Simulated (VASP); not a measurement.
The system is Fe.

```
CELL_PARAMETERS angstrom
-1.43332 1.43332 1.43332
1.43332 -1.43332 1.43332
1.43332 1.43332 -1.43332
ATOMIC_POSITIONS crystal
Fe 0.00000 0.00000 0.00000
```

Base run:

| Item | Value |
| --- | --- |
| Program | VASP 6.6.1 |
| Functional | PBE |
| Potentials or basis | VASP PAW PBE potentials, release 64 (Fe) |
| Cutoff | 520 eV |
| k mesh | 13 × 13 × 13 |
| Occupations | fermi-dirac, width 0.05 eV |
| Spin | collinear spin, ferromagnetic start |
| Starting moments | [3.0] μB |

Its results: pressure -6.9 GPa; net moment 2.21 μB per cell; site moments Fe +2.22 μB.

Question: The run is repeated on the same cell with these changes: functional from PBE to PBEsol. What comes out?

Answer: Pressure -15.4 GPa; net moment 2.22 μB per cell; site moments Fe +2.22 μB.

PBEsol binds more tightly than PBE, so the same cell stands under less pressure.

Caveats: the PAW data sets were made with another functional, which shifts forces and pressure a little (some runs).
